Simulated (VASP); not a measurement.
# Cs2RhS6 (Fm-3m) in VASP: single point with LDA

Aim: the single point of Cs2RhS6 with LDA.

All numbers are computed with VASP 6.6.1; they aren't measurements. Logs are shortened: lines on timing, memory, paths and dates and some standing lists are left out, and cuts for length are marked.

### 1 The cell of the first run

Symmetry: Fm-3m, No. 225, cubic system. Conventional cell: a = 9.486 Å, b = 9.486 Å, c = 9.486 Å, α = 90.00°, β = 90.00°, γ = 90.00°. Within 3.0 Å of S (site symmetry 4mm) lie 1 Rh at 2.27 Å. Within 4.4 Å of Cs (site symmetry -43m) lie 12 S at 3.36 Å and 4 Rh at 4.11 Å. Rh (site symmetry m-3m) has 6 S at 2.27 Å within 3.0 Å.

### 2 Single point, LDA

Contents of POSCAR:

```
Cs2RhS6
1.0
    0.0000000000      4.7432183300      4.7432183300
    4.7432183300      0.0000000000      4.7432183300
    4.7432183300      4.7432183300      0.0000000000
S Cs Rh
6 2 1
Direct
    0.2392000000      0.2392000000      0.7608000000
    0.7608000000      0.7608000000      0.2392000000
    0.7608000000      0.2392000000      0.2392000000
    0.2392000000      0.7608000000      0.7608000000
    0.2392000000      0.7608000000      0.2392000000
    0.7608000000      0.2392000000      0.7608000000
    0.2500000000      0.2500000000      0.2500000000
    0.7500000000      0.7500000000      0.7500000000
    0.0000000000      0.0000000000      0.0000000000
```

Contents of INCAR.step1:

```
PREC = Accurate ; ENCUT = 520
EDIFF = 1E-6 ; ISMEAR = 1
SIGMA = 0.1409 ; LREAL = False
LASPH = True ; NELM = 100
ALGO = Normal ; ISIF = 2
LWAVE = False ; LCHARG = True
LMAXMIX = 4 ; GGA = CA
NBANDS = 44
```

Contents of KPOINTS.step1:

```
regular mesh
0
Gamma
  6 6 6
```

Contents of INCAR.step2:

```
PREC = Accurate ; ENCUT = 520
EDIFF = 1E-6 ; ISMEAR = -5
SIGMA = 0.1409 ; LREAL = False
LASPH = True ; NELM = 100
ALGO = Normal ; ISIF = 2
LWAVE = False ; LCHARG = False
LMAXMIX = 4 ; GGA = CA
LORBIT = 11 ; NEDOS = 1001
ICHARG = 11
```

Contents of KPOINTS.step2:

```
regular mesh
0
Gamma
  9 9 9
```

Potentials or basis: VASP PAW LDA potentials, release 64 (S, Cs_sv, Rh_pv).

Command:

```bash
$ cat potpaw_LDA.64/S/POTCAR potpaw_LDA.64/Cs_sv/POTCAR potpaw_LDA.64/Rh_pv/POTCAR > POTCAR
$ cp INCAR.step1 INCAR
$ cp KPOINTS.step1 KPOINTS
$ mpirun -np 1 vasp_std > vasp.out
$ cp INCAR.step2 INCAR
$ cp KPOINTS.step2 KPOINTS
$ mpirun -np 1 vasp_std > vasp.out
```

OUTCAR:

```text
PREC = Accurate
   ENCUT = 520
   EDIFF = 1E-6
   ISMEAR = -5
   LREAL = False
   LASPH = True
   NELM = 100
   ISIF = 2
   GGA = CA
   LORBIT = 11
   ICHARG = 11

 ion  position               nearest neighbor table
   1  0.239  0.239  0.761-   9 2.27
   2  0.761  0.761  0.239-   9 2.27
   3  0.761  0.239  0.239-   9 2.27
   4  0.239  0.761  0.761-   9 2.27
   5  0.239  0.761  0.239-   9 2.27
   6  0.761  0.239  0.761-   9 2.27
   7  0.250  0.250  0.250-
   8  0.750  0.750  0.750-
   9  0.000  0.000  0.000-   1 2.27   2 2.27   3 2.27   4 2.27   5 2.27   6 2.27

  LATTYP: Found a face centered cubic cell.
 ALAT       =     9.4864366600

  Lattice vectors:

 A1 = (   0.0000000000,   4.7432183300,   4.7432183300)
 A2 = (   4.7432183300,   0.0000000000,   4.7432183300)
 A3 = (   4.7432183300,   4.7432183300,   0.0000000000)

Analysis of symmetry for initial positions (statically):
=====================================================================
 Subroutine PRICEL returns:
 Original cell was already a primitive cell.

 Routine SETGRP: Setting up the symmetry group for a
 face centered cubic supercell.

 Subroutine GETGRP returns: Found 48 space group operations
 (whereof 48 operations were pure point group operations)
 out of a pool of 48 trial point group operations.

The static configuration has the point symmetry O_h .

Analysis of symmetry for dynamics (positions and initial velocities):
=====================================================================
 Subroutine PRICEL returns:
 Original cell was already a primitive cell.

 Routine SETGRP: Setting up the symmetry group for a
 face centered cubic supercell.

 Subroutine GETGRP returns: Found 48 space group operations
 (whereof 48 operations were pure point group operations)
 out of a pool of 48 trial point group operations.

The dynamic configuration has the point symmetry O_h .

 Subroutine INISYM returns: Found 48 space group operations
 (whereof 48 operations are pure point group operations),
 and found     1 'primitive' translations

----------------------------------------------------------------------------------------

                                     Primitive cell

  volume of cell :     213.4270

  direct lattice vectors                    reciprocal lattice vectors
     0.000000000  4.743218330  4.743218330    -0.105413659  0.105413659  0.105413659
     4.743218330  0.000000000  4.743218330     0.105413659 -0.105413659  0.105413659
     4.743218330  4.743218330  0.000000000     0.105413659  0.105413659 -0.105413659

  length of vectors
     6.707923692  6.707923692  6.707923692     0.182581813  0.182581813  0.182581813

  position of ions in fractional coordinates (direct lattice)
     0.239200000  0.239200000  0.760800000
     0.760800000  0.760800000  0.239200000
     0.760800000  0.239200000  0.239200000
     0.239200000  0.760800000  0.760800000
     0.239200000  0.760800000  0.239200000
     0.760800000  0.239200000  0.760800000
     0.250000000  0.250000000  0.250000000
     0.750000000  0.750000000  0.750000000
     0.000000000  0.000000000  0.000000000

  ion indices of the primitive-cell ions
   primitive index   ion index
                 1           1
                 2           2
                 3           3
                 4           4
                 5           5
                 6           6
                 7           7
                 8           8
                 9           9

----------------------------------------------------------------------------------------

 KPOINTS: regular mesh

Automatic generation of k-mesh.
 Grid dimensions read from file:
 generate k-points for:    9    9    9

 Generating k-lattice:

  Cartesian coordinates                     Fractional coordinates (reciprocal lattice)
    -0.011712629  0.011712629  0.011712629     0.111111111  0.000000000  0.000000000
     0.011712629 -0.011712629  0.011712629     0.000000000  0.111111111  0.000000000
     0.011712629  0.011712629 -0.011712629     0.000000000  0.000000000  0.111111111

  Length of vectors
     0.020286868  0.020286868  0.020286868

  Shift w.r.t. Gamma in fractional coordinates (k-lattice)
     0.000000000  0.000000000  0.000000000

 TETIRR: Found    115 inequivalent tetrahedra from     4374

 Subroutine IBZKPT returns following result:
 ===========================================

 Found     35 irreducible k-points:

 Following reciprocal coordinates:
            Coordinates               Weight
  0.000000  0.000000  0.000000      1.000000
  0.111111  0.000000  0.000000      8.000000
  0.222222  0.000000  0.000000      8.000000
  0.333333  0.000000  0.000000      8.000000
  0.444444  0.000000  0.000000      8.000000
  0.111111  0.111111  0.000000      6.000000
[... 16 lines left out ...]
 -0.333333  0.333333  0.000000     12.000000
  0.444444  0.444444  0.000000      6.000000
 [... further k-points ...]
   k-points           NKPTS =     35   k-points in BZ     NKDIM =     35   number of bands    NBANDS=     41
   number of dos      NEDOS =   1001   number of ions     NIONS =      9
   total plane-waves  NPLWV = 125000
   dimension x,y,z NGX =    50 NGY =   50 NGZ =   50
   dimension x,y,z NGXF=   100 NGYF=  100 NGZF=  100
   ions per type =               6   2   1
   NGX,Y,Z   is equivalent  to a cutoff of  12.39, 12.39, 12.39 a.u.
   NGXF,Y,Z  is equivalent  to a cutoff of  24.78, 24.78, 24.78 a.u.
 SYSTEM =  unknown system
   PREC   = accura    normal or accurate (medium, high low for compatibility)
   ISTART =      0    job   : 0-new  1-cont  2-samecut
   ICHARG =     11    charge: 1-file 2-atom 10-const
   ISPIN  =      1    spin polarized calculation?
   LNONCOLLINEAR =      F non collinear calculations
   LSORBIT =      F    spin-orbit coupling
   LASPH  =      T    aspherical Exc in radial PAW
   ENCUT  =  520.0 eV  38.22 Ry    6.18 a.u.  12.47 12.47 12.47*2*pi/ulx,y,z
   NELM   =    100;   NELMIN=  2; NELMDL=  0     # of ELM steps
   EDIFF  = 0.1E-05   stopping-criterion for ELM
   LREAL  =      F    real-space projection
   EDIFFG = 0.1E-04   stopping-criterion for IOM
   NSW    =      0    number of steps for IOM
   IBRION =     -1    ionic relax: 0-MD 1-quasi-New 2-CG
   NFREE  =      0    steps in history (QN), initial steepest desc. (CG)
   ISIF   =      2    stress and relaxation
   ISYM   =      2    0-nonsym 1-usesym 2-fastsym
   POTIM  = 0.5000    time-step for ionic-motion
   TEBEG  =    0.0;   TEEND  =   0.0 temperature during run
   PSTRESS=    0.0 pullay stress
   NELECT =      69.0000    total number of electrons
   NUPDOWN=      -1.0000    fix difference up-down
   EMIN   =  10.00;   EMAX   =-10.00  energy-range for DOS
   EFERMI =   0.00;   METHOD = LEGACY
   ISMEAR =    -5;   SIGMA  =   0.14  broadening in eV -4-tet -1-fermi 0-gaus
   EFERMI_NEDOS =   21; number of points for ismear=-14 and -15
   IALGO  =     38    algorithm
   IMIX   =      4    mixing-type and parameters
     AMIX     =   0.40;   BMIX     =  1.00
     AMIX_MAG =   1.60;   BMIX_MAG =  1.00
  volume/ion in A,a.u.               =      23.71       160.03
  Fermi-wavevector in a.u.,A,eV,Ry     =   1.123591  2.123278 17.176753  1.262456
  Thomas-Fermi vector in A             =   2.260258
   LORBIT       =     11    0 simple, 1 ext, 2 COOP (PROOUT), +10 PAW based schemes
   GGA     = CA    functional components
   LHFCALC =     F    Hartree Fock is set to
   AEXX    =    0.0000 exact exchange contribution
   IVDW    =     0    specifies the selected vdW correction
   LEPSILON=     F    determine dielectric tensor
   LRPA    =     F    only Hartree local field effects (RPA)
 non-spin polarized calculation
 Fermi weights with tetrahedron method with Bloechl corrections
  energy-cutoff  :      520.00
  volume of cell :      213.43
 maximum number of plane-waves:      5789
 NGX is ok and might be reduce to    50

 number of electron      69.0000019 magnetization

 Free energy of the ion-electron system (eV)
  ---------------------------------------------------
  ext. energy  EPLUGINS =         0.00000000
  ---------------------------------------------------
  free energy    TOTEN  =       -38.84121216 eV

  energy without entropy =      -38.84121216  energy(sigma->0) =      -38.84121216

 E-fermi :   3.0852     XC(G=0):  -9.9643

 val. band max:        3.0970605896   @ k =  -0.2222   0.2222   0.0000
 cond. band min:       3.0878478611   @ k =   0.3333   0.2222   0.1111
 fundamental gap:     -0.0092127284
 Fermi energy:         3.0851692107

 k-point     1 :       0.0000    0.0000    0.0000
  band No.  band energies     occupation
      1     -43.9416      2.00000
      2     -43.9416      2.00000
      3     -43.9416      2.00000
      4     -16.5525      2.00000
      5     -16.4554      2.00000
      6      -9.7776      2.00000
[... 33 lines left out ...]
     40       6.7490      0.00000
     41       7.7195      0.00000

 k-point     2 :       0.1111    0.0000    0.0000
  band No.  band energies     occupation
      1     -43.9416      2.00000
      2     -43.9416      2.00000
      3     -43.9416      2.00000
      4     -16.5488      2.00000
      5     -16.4576      2.00000
      6      -9.7721      2.00000
[... 957 lines left out ...]
     40       6.3001      0.00000
     41       9.5641      0.00000

 k-point    24 :       0.4444    0.4444    0.0000
  band No.  band energies     occupation
      1     -43.9416      2.00000
      2     -43.9416      2.00000
      3     -43.9416      2.00000
      4     -16.5116      2.00000
      5     -16.4785      2.00000
      6      -9.7285      2.00000
[... 33 lines left out ...]
     40       6.7402      0.00000
     41       9.7040      0.00000

 [... further k-points ...]

------------------------ aborting loop because EDIFF is reached ----------------------------------------

  FORCE on cell =-STRESS in cart. coord.  units (eV):
  Direction    XX          YY          ZZ          XY          YZ          ZX
  --------------------------------------------------------------------------------------
  -------------------------------------------------------------------------------------
  Total        0.7318267      0.7318267      0.7318267      0.0000000      0.0000000     -0.0000000
  in kB        5.4937579      5.4937579      5.4937579      0.0000000      0.0000000     -0.0000000
  external PRESSURE =       5.4937579 kB  Pullay stress =       0.0000000 kB

 VOLUME and BASIS-vectors are now :
 -----------------------------------------------------------------------------
  energy-cutoff  :      520.00
  volume of cell :      213.43
      direct lattice vectors                 reciprocal lattice vectors
     0.000000000  4.743218330  4.743218330    -0.105413659  0.105413659  0.105413659
     4.743218330  0.000000000  4.743218330     0.105413659 -0.105413659  0.105413659
     4.743218330  4.743218330  0.000000000     0.105413659  0.105413659 -0.105413659

 POSITION                                       TOTAL-FORCE (eV/Angst)
 -----------------------------------------------------------------------------------
      4.74322      4.74322      2.26916        -0.000000      0.000000      1.036673
      4.74322      4.74322      7.21728        -0.000000      0.000000     -1.036673
      2.26916      4.74322      4.74322         1.036673      0.000000      0.000000
      7.21728      4.74322      4.74322        -1.036673      0.000000      0.000000
      4.74322      2.26916      4.74322        -0.000000      1.036673      0.000000
      4.74322      7.21728      4.74322        -0.000000     -1.036673      0.000000
      2.37161      2.37161      2.37161        -0.000000      0.000000     -0.000000
      7.11483      7.11483      7.11483        -0.000000      0.000000      0.000000
      0.00000      0.00000      0.00000        -0.000000      0.000000     -0.000000
 -----------------------------------------------------------------------------------
    total drift:                                0.000000      0.000000      0.000000

  FREE ENERGIE OF THE ION-ELECTRON SYSTEM (eV)
  ---------------------------------------------------
  free  energy   TOTEN  =       -38.8412121617 eV

  energy  without entropy=      -38.8412121617  energy(sigma->0) =      -38.84121216

 total charge

# of ion       s       p       d       tot
------------------------------------------
    1        1.383   2.200   0.000   3.583
    2        1.383   2.200   0.000   3.583
    3        1.383   2.200   0.000   3.583
    4        1.383   2.200   0.000   3.583
    5        1.383   2.200   0.000   3.583
    6        1.383   2.200   0.000   3.583
    7        1.836   4.653   0.091   6.580
    8        1.836   4.653   0.091   6.580
    9        0.449   6.459   7.107  14.016
--------------------------------------------------
tot         12.421  28.963   7.288  48.673
```

Run time: 3.4 min. Hardware: 1 thread of Intel Xeon 6975P-C (Granite Rapids), shared host; peak memory 0.41 GiB.

Results:

```
Valence electrons inside the program's atomic spheres : S 3.58; Cs 6.58; Rh 14.02
```

Levels at points of the mesh, in eV from the Fermi level:
```tsv
k point	band 33	band 34	band 35	band 36	band 37	band 38
(0.00, 0.00, 0.00)	0.52	0.52	0.52	0.64	0.64	0.64
```

Caveat: spin-orbit coupling is left out, which moves the levels of the heavy elements.
